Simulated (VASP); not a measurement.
# Ag (C2/m) in VASP: notebook

Runs on Ag. Level: PBEsol. Tasks: single point.

Everything below comes from runs of VASP 6.6.1. Logs are shortened: lines on timing, memory, paths and dates and some standing lists are left out, and cuts for length are marked.

### Step 1. The cell of the first run

It takes space group C2/m (No. 12, monoclinic). The conventional cell has a = 5.075 Å, b = 2.930 Å, c = 4.790 Å, α = 90.00°, β = 91.43°, γ = 90.00°. Within 3.8 Å of Ag (site symmetry m) lie 12 Ag at 2.90 to 2.97 Å.

### Step 2. Single point, PBEsol (strain +0.0250 x Voigt [0, 0, 0, 1, 0, 0])

Contents of INCAR:

```
SYSTEM = Ag
PREC = Accurate
ENCUT = 500
EDIFF = 1E-6
ISMEAR = 0
SIGMA = 0.15
LREAL = .False.
LASPH = .True.
NELM = 120
ALGO = Normal
ISIF = 2
LWAVE = .False.
LCHARG = .False.
GGA = PS
NBANDS = 18
GGA_COMPAT = .False.
```

Contents of KPOINTS:

```
Automatic mesh
0
Gamma
  18 18 10
  0 0 0
```

Contents of POSCAR:

```
Ag
1.0
    2.9299980804      0.0000000000      0.0000000000
   -1.4649990402      2.5374527707      0.0317181596
    0.0000000000      0.0598750000      4.7900000000
Ag
2
Direct
    0.3333333333      0.6666666667      0.2500000000
    0.6666666667      0.3333333333      0.7500000000
```

Potentials or basis: VASP PAW PBE potentials, release 64 (Ag).

The run is started by

```sh
$ cat potpaw_PBE.64/Ag/POTCAR > POTCAR
$ mpirun -np 1 vasp_std > vasp.out
```

OUTCAR:

```text
SYSTEM = Ag
   PREC = Accurate
   ENCUT = 500
   EDIFF = 1E-6
   ISMEAR = 0
   LREAL = .False.
   LASPH = .True.
   NELM = 120
   ISIF = 2
   GGA = PS

 ion  position               nearest neighbor table
   1  0.333  0.667  0.250-   2 2.90   2 2.92   2 2.92   2 2.95   2 2.95   2 2.97
   2  0.667  0.333  0.750-   1 2.90   1 2.92   1 2.92   1 2.95   1 2.95   1 2.97

  LATTYP: Found a base centered monoclinic cell.
 ALAT       =     5.0753020029
 B/A-ratio  =     0.5773051690
 C/A-ratio  =     0.9438599322
 COS(beta)  =    -0.0249960943

  Lattice vectors:

 A1 = (  -1.4649990402,  -2.5374527707,  -0.0317181596)
 A2 = (   1.4649990402,  -2.5374527707,  -0.0317181596)
 A3 = (   0.0000000000,   0.0598750000,   4.7900000000)

Analysis of symmetry for initial positions (statically):
=====================================================================
 Subroutine PRICEL returns:
 Original cell was already a primitive cell.

 Routine SETGRP: Setting up the symmetry group for a
 base centered monoclinic supercell.

 Subroutine GETGRP returns: Found  4 space group operations
 (whereof  4 operations were pure point group operations)
 out of a pool of  4 trial point group operations.

The static configuration has the point symmetry C_2h.

Analysis of symmetry for dynamics (positions and initial velocities):
=====================================================================
 Subroutine PRICEL returns:
 Original cell was already a primitive cell.

 Routine SETGRP: Setting up the symmetry group for a
 base centered monoclinic supercell.

 Subroutine GETGRP returns: Found  4 space group operations
 (whereof  4 operations were pure point group operations)
 out of a pool of  4 trial point group operations.

The dynamic configuration has the point symmetry C_2h.

 Subroutine INISYM returns: Found  4 space group operations
 (whereof  4 operations are pure point group operations),
 and found     1 'primitive' translations

----------------------------------------------------------------------------------------

                                     Primitive cell

  volume of cell :      35.6068

  direct lattice vectors                    reciprocal lattice vectors
     2.929998080  0.000000000  0.000000000     0.341297152  0.197078796 -0.002463485
    -1.464999040  2.537452771  0.031718160     0.000000000  0.394157592 -0.004926970
     0.000000000  0.059875000  4.790000000     0.000000000 -0.002610011  0.208800892

  length of vectors
     2.929998080  2.930169755  4.790374204     0.394119102  0.394188385  0.208817204

  position of ions in fractional coordinates (direct lattice)
     0.333333333  0.666666667  0.250000000
     0.666666667  0.333333333  0.750000000

  ion indices of the primitive-cell ions
   primitive index   ion index
                 1           1
                 2           2

----------------------------------------------------------------------------------------

 KPOINTS: Automatic mesh

Automatic generation of k-mesh.
 Grid dimensions read from file:
 generate k-points for:   18   18   10

 Generating k-lattice:

  Cartesian coordinates                     Fractional coordinates (reciprocal lattice)
     0.018960953  0.010948822 -0.000136860     0.055555556  0.000000000  0.000000000
     0.000000000  0.021897644 -0.000273721     0.000000000  0.055555556  0.000000000
     0.000000000 -0.000261001  0.020880089     0.000000000  0.000000000  0.100000000

  Length of vectors
     0.021895506  0.021899355  0.020881720

  Shift w.r.t. Gamma in fractional coordinates (k-lattice)
     0.000000000  0.000000000  0.000000000

 Subroutine IBZKPT returns following result:
 ===========================================

 Found    866 irreducible k-points:

 Following reciprocal coordinates:
            Coordinates               Weight
  0.000000  0.000000  0.000000      1.000000
  0.055556 -0.000000 -0.000000      4.000000
  0.111111 -0.000000 -0.000000      4.000000
  0.166667 -0.000000 -0.000000      4.000000
  0.222222 -0.000000 -0.000000      4.000000
  0.277778 -0.000000  0.000000      4.000000
[... 16 lines left out ...]
 -0.333333  0.055556 -0.000000      4.000000
 -0.277778  0.055556 -0.000000      4.000000
 [... further k-points ...]
   k-points           NKPTS =    866   k-points in BZ     NKDIM =    866   number of bands    NBANDS=     18
   number of dos      NEDOS =    301   number of ions     NIONS =      2
   total plane-waves  NPLWV =  20736
   dimension x,y,z NGX =    24 NGY =   24 NGZ =   36
   dimension x,y,z NGXF=    48 NGYF=   48 NGZF=   72
   ions per type =               2
   NGX,Y,Z   is equivalent  to a cutoff of  13.62, 13.62, 12.49 a.u.
   NGXF,Y,Z  is equivalent  to a cutoff of  27.23, 27.23, 24.99 a.u.
 SYSTEM =  Ag
   PREC   = accura    normal or accurate (medium, high low for compatibility)
   ISTART =      0    job   : 0-new  1-cont  2-samecut
   ICHARG =      2    charge: 1-file 2-atom 10-const
   ISPIN  =      1    spin polarized calculation?
   LNONCOLLINEAR =      F non collinear calculations
   LSORBIT =      F    spin-orbit coupling
   LASPH  =      T    aspherical Exc in radial PAW
   ENCUT  =  500.0 eV  36.75 Ry    6.06 a.u.   5.34  5.34  8.73*2*pi/ulx,y,z
   NELM   =    120;   NELMIN=  2; NELMDL= -5     # of ELM steps
   EDIFF  = 0.1E-05   stopping-criterion for ELM
   LREAL  =      F    real-space projection
   EDIFFG = 0.1E-04   stopping-criterion for IOM
   NSW    =      0    number of steps for IOM
   IBRION =     -1    ionic relax: 0-MD 1-quasi-New 2-CG
   NFREE  =      0    steps in history (QN), initial steepest desc. (CG)
   ISIF   =      2    stress and relaxation
   ISYM   =      2    0-nonsym 1-usesym 2-fastsym
   POTIM  = 0.5000    time-step for ionic-motion
   TEBEG  =    0.0;   TEEND  =   0.0 temperature during run
   PSTRESS=    0.0 pullay stress
   NELECT =      22.0000    total number of electrons
   NUPDOWN=      -1.0000    fix difference up-down
   EMIN   =  10.00;   EMAX   =-10.00  energy-range for DOS
   EFERMI =   0.00;   METHOD = LEGACY
   ISMEAR =     0;   SIGMA  =   0.15  broadening in eV -4-tet -1-fermi 0-gaus
   EFERMI_NEDOS =   21; number of points for ismear=-14 and -15
   IALGO  =     38    algorithm
   IMIX   =      4    mixing-type and parameters
     AMIX     =   0.40;   BMIX     =  1.00
     AMIX_MAG =   1.60;   BMIX_MAG =  1.00
  volume/ion in A,a.u.               =      17.80       120.14
  Fermi-wavevector in a.u.,A,eV,Ry     =   1.394349  2.634937 26.452561  1.944208
  Thomas-Fermi vector in A             =   2.517906
   LORBIT       =      0    0 simple, 1 ext, 2 COOP (PROOUT), +10 PAW based schemes
   GGA     = PS    functional components
   LHFCALC =     F    Hartree Fock is set to
   AEXX    =    0.0000 exact exchange contribution
   IVDW    =     0    specifies the selected vdW correction
   LEPSILON=     F    determine dielectric tensor
   LRPA    =     F    only Hartree local field effects (RPA)
 non-spin polarized calculation
 Gauss-broadening in eV      SIGMA  =   0.15
  energy-cutoff  :      500.00
  volume of cell :       35.61
 maximum number of plane-waves:       921
 NGX is ok and might be reduce to    24
   NGX = 11   NGY = 11   NGZ = 17

 number of electron      22.0000003 magnetization

 Free energy of the ion-electron system (eV)
  ---------------------------------------------------
  ext. energy  EPLUGINS =         0.00000000
  ---------------------------------------------------
  free energy    TOTEN  =        -6.55898370 eV

  energy without entropy =       -6.55116639  energy(sigma->0) =       -6.55507505

 E-fermi :   7.6167     XC(G=0): -12.1547

 val. band max:        7.6150708688   @ k =   0.1667   0.2778   0.5000
 cond. band min:       7.6190437967   @ k =   0.4444   0.5000   0.2000
 fundamental gap:      0.0039729279
 Fermi energy:         7.6166604072

 k-point     1 :       0.0000    0.0000    0.0000
  band No.  band energies     occupation
      1       0.1298      2.00000
      2       1.5200      2.00000
      3       3.0138      2.00000
      4       3.1156      2.00000
      5       3.1159      2.00000
      6       3.3355      2.00000
[... 10 lines left out ...]
     17      25.3752      0.00000
     18      25.3789      0.00000

 k-point     2 :       0.0556   -0.0000   -0.0000
  band No.  band energies     occupation
      1       0.2129      2.00000
      2       1.5684      2.00000
      3       2.9615      2.00000
      4       3.1587      2.00000
      5       3.1639      2.00000
      6       3.3198      2.00000
[... 10 lines left out ...]
     17      25.0837      0.00000
     18      25.8136      0.00000

 k-point     3 :       0.1111   -0.0000   -0.0000
  band No.  band energies     occupation
      1       0.4555      2.00000
      2       1.7004      2.00000
      3       2.8645      2.00000
      4       3.2239      2.00000
      5       3.2841      2.00000
      6       3.3137      2.00000
[... 10 lines left out ...]
     17      25.2910      0.00000
     18      26.2221      0.00000

 k-point     4 :       0.1667   -0.0000   -0.0000
  band No.  band energies     occupation
      1       0.8323      2.00000
      2       1.8681      2.00000
      3       2.7758      2.00000
      4       3.1784      2.00000
      5       3.2371      2.00000
      6       3.4434      2.00000
[... 10 lines left out ...]
     17      24.9389      0.00000
     18      25.4908      0.00000

 k-point     5 :       0.2222   -0.0000   -0.0000
  band No.  band energies     occupation
      1       1.2787      2.00000
      2       1.9729      2.00000
      3       2.7840      2.00000
      4       2.9031      2.00000
      5       3.1401      2.00000
      6       3.3814      2.00000
[... 10 lines left out ...]
     17      23.6342      0.00000
     18      25.0761      0.00000

 k-point     6 :       0.2778   -0.0000    0.0000
  band No.  band energies     occupation
      1       1.6537      2.00000
      2       1.9491      2.00000
      3       2.5745      2.00000
      4       2.9814      2.00000
      5       3.1514      2.00000
      6       3.3061      2.00000
[... 10 lines left out ...]
     17      22.5797      0.00000
     18      24.2173      0.00000

 k-point     7 :       0.3333   -0.0000    0.0000
  band No.  band energies     occupation
      1       1.7714      2.00000
      2       1.9151      2.00000
      3       2.3005      2.00000
      4       3.1298      2.00000
      5       3.3073      2.00000
      6       3.3545      2.00000
[... 10 lines left out ...]
     17      20.8415      0.00000
     18      24.0658      0.00000

 k-point     8 :       0.3889   -0.0000    0.0000
  band No.  band energies     occupation
      1       1.6932      2.00000
      2       1.9267      2.00000
      3       2.0976      2.00000
      4       3.0738      2.00000
      5       3.3876      2.00000
      6       3.4417      2.00000
[... 10 lines left out ...]
     17      19.4106      0.00000
     18      23.5872      0.00000
[... 229 lines left out ...]
     17      17.9467      0.00000
     18      22.9627      0.00000

 k-point    20 :       0.5000    0.0556    0.0000
  band No.  band energies     occupation
      1       1.6458      2.00000
      2       1.9415      2.00000
      3       1.9540      2.00000
      4       3.0126      2.00000
      5       3.3299      2.00000
      6       3.5325      2.00000
[... 10 lines left out ...]
     17      17.9558      0.00000
     18      22.9660      0.00000

 k-point    21 :      -0.4444    0.0556    0.0000
  band No.  band energies     occupation
      1       1.6960      2.00000
      2       1.9607      2.00000
      3       2.0297      2.00000
      4       3.0350      2.00000
      5       3.3690      2.00000
      6       3.4774      2.00000
[... 10 lines left out ...]
     17      18.8582      0.00000
     18      23.1660      0.00000

 k-point    22 :      -0.3889    0.0556    0.0000
  band No.  band energies     occupation
      1       1.7830      2.00000
      2       1.9642      2.00000
      3       2.1897      2.00000
      4       3.0786      2.00000
      5       3.3702      2.00000
      6       3.4172      2.00000
[... 10 lines left out ...]
     17      20.1485      0.00000
     18      23.5526      0.00000

 k-point    23 :      -0.3333    0.0556   -0.0000
  band No.  band energies     occupation
      1       1.8105      2.00000
      2       1.9539      2.00000
      3       2.4242      2.00000
      4       3.0616      2.00000
      5       3.1327      2.00000
      6       3.2921      2.00000
[... 10 lines left out ...]
     17      21.7572      0.00000
     18      24.1029      0.00000

 k-point    24 :      -0.2778    0.0556   -0.0000
  band No.  band energies     occupation
      1       1.5423      2.00000
      2       2.0124      2.00000
      3       2.7188      2.00000
      4       2.7962      2.00000
      5       3.1449      2.00000
      6       3.2922      2.00000
[... 10 lines left out ...]
     17      23.4807      0.00000
     18      24.7502      0.00000

 [... further k-points ...]
[... 5 lines left out ...]
  --------------------------------------------------------------------------------------
  -------------------------------------------------------------------------------------
  Total       -1.4297637     -1.4410382     -1.3784208      0.0000000     -0.0918196      0.0000000
  in kB      -64.3341976    -64.8415111    -62.0239541      0.0000000     -4.1315510      0.0000000
  external PRESSURE =     -63.7332209 kB  Pullay stress =       0.0000000 kB

 VOLUME and BASIS-vectors are now :
 -----------------------------------------------------------------------------
  energy-cutoff  :      500.00
  volume of cell :       35.61
      direct lattice vectors                 reciprocal lattice vectors
     2.929998080  0.000000000  0.000000000     0.341297152  0.197078796 -0.002463485
    -1.464999040  2.537452771  0.031718160     0.000000000  0.394157592 -0.004926970
     0.000000000  0.059875000  4.790000000     0.000000000 -0.002610011  0.208800892

 POSITION                                       TOTAL-FORCE (eV/Angst)
 -----------------------------------------------------------------------------------
     -0.00000      1.70660      1.21865         0.000000     -0.003983      0.000160
      1.46500      0.89072      3.60307         0.000000      0.003983     -0.000160
 -----------------------------------------------------------------------------------
    total drift:                               -0.000000      0.000000     -0.000000

  FREE ENERGIE OF THE ION-ELECTRON SYSTEM (eV)
  ---------------------------------------------------
  free  energy   TOTEN  =        -6.5589837038 eV

  energy  without entropy=       -6.5511663901  energy(sigma->0) =       -6.55507505
```

It took 3.1 min on 1 thread of AMD EPYC 9R45 (Zen 5), shared host; peak memory 0.47 GiB.

Results:

| Quantity | Value |
| --- | --- |
| Free energy | -6.5590 eV |
| Pressure | -6.4 GPa |
| Largest force | 0.004 eV/Å |
| Band gap on the k mesh | zero (bands 11 and 12 overlap by 7.17 eV) |

Forces in eV/Å, atoms in the order of the input:
```
Ag   0.000 -0.004  0.000
Ag   0.000  0.004  0.000
```

Caveat: the cell differs from its parent crystal (strain +0.0250 x Voigt [0, 0, 0, 1, 0, 0]); the cell stands under tension; the PAW data sets were made with another functional, which shifts forces and pressure a little.

### Step 3. Single point, PBEsol (strain +0.0125 x Voigt [0, 0, 0, 1, 0, 0])

Contents of INCAR:

```
PREC     = Accurate       # precision mode
ENCUT    = 500            # plane-wave cutoff, eV
EDIFF    = 1E-6           # SCF threshold, eV
ISMEAR   = 0              # smearing method
SIGMA    = 0.15           # smearing width, eV
LREAL    = False          # projectors in reciprocal space
LASPH    = True           # aspherical terms in the spheres
NELM     = 120            # most SCF steps
ALGO     = Normal         # electronic algorithm
ISIF     = 2              # what is computed and relaxed
LWAVE    = False          # write WAVECAR
LCHARG   = True           # write CHGCAR
GGA      = PS             # functional
LELF     = True           # ELF
LVHAR    = True         
NBANDS   = 18             # bands
GGA_COMPAT= False
```

Contents of KPOINTS:

```
regular mesh
0
Gamma
  18 18 10
```

Contents of POSCAR:

```
Ag
1.0
    2.9299980804      0.0000000000      0.0000000000
   -1.4649990402      2.5374527707      0.0158590798
    0.0000000000      0.0299375000      4.7900000000
Ag
2
Direct
    0.3333333333      0.6666666667      0.2500000000
    0.6666666667      0.3333333333      0.7500000000
```

Potentials or basis: VASP PAW PBE potentials, release 64 (Ag).

The run is started by

```sh
$ cat potpaw_PBE.64/Ag/POTCAR > POTCAR
$ mpirun -np 1 vasp_std > vasp.out
```

Wall time 3.4 min (1 thread of AMD EPYC 9R45 (Zen 5), shared host); peak memory 0.47 GiB.

Results (log left out):

```yaml
Free_energy: -6.5597 eV
Pressure: -6.4 GPa
Band_gap_on_the_k_mesh: zero (bands 11 and 12 overlap by 7.22 eV)
```

Stress tensor (GPa, compression positive):
```
-6.45  0.00  0.00
 0.00 -6.47 -0.20
 0.00 -0.20 -6.28
```

Levels at points of the mesh, in eV from the Fermi level:
| k point | band 8 | band 9 | band 10 | band 11 | band 12 | band 13 | band 14 | band 15 |
| --- | --- | --- | --- | --- | --- | --- | --- | --- |
| (0.00, 0.00, 0.00) | -3.94 | -3.94 | -3.00 | -3.00 | -0.31 | 3.36 | 15.53 | 17.38 |
| (0.50, 0.00, 0.00) | -2.88 | -2.83 | -2.75 | 0.12 | 1.46 | 6.65 | 6.98 | 8.99 |
| (0.00, 0.50, 0.00) | -2.88 | -2.82 | -2.75 | 0.13 | 1.46 | 6.60 | 7.03 | 8.97 |
| (0.00, 0.00, 0.50) | -4.35 | -3.32 | -3.32 | -3.27 | -3.27 | 10.80 | 10.80 | 15.87 |
| (0.50, 0.00, 0.50) | -3.04 | -2.80 | -2.79 | 0.76 | 0.83 | 4.30 | 4.41 | 13.26 |
| (0.00, 0.50, 0.50) | -3.03 | -2.80 | -2.79 | 0.73 | 0.86 | 4.25 | 4.46 | 13.26 |

Caveat: the cell differs from its parent crystal (strain +0.0125 x Voigt [0, 0, 0, 1, 0, 0]); the cell stands under tension; the PAW data sets were made with another functional, which shifts forces and pressure a little.
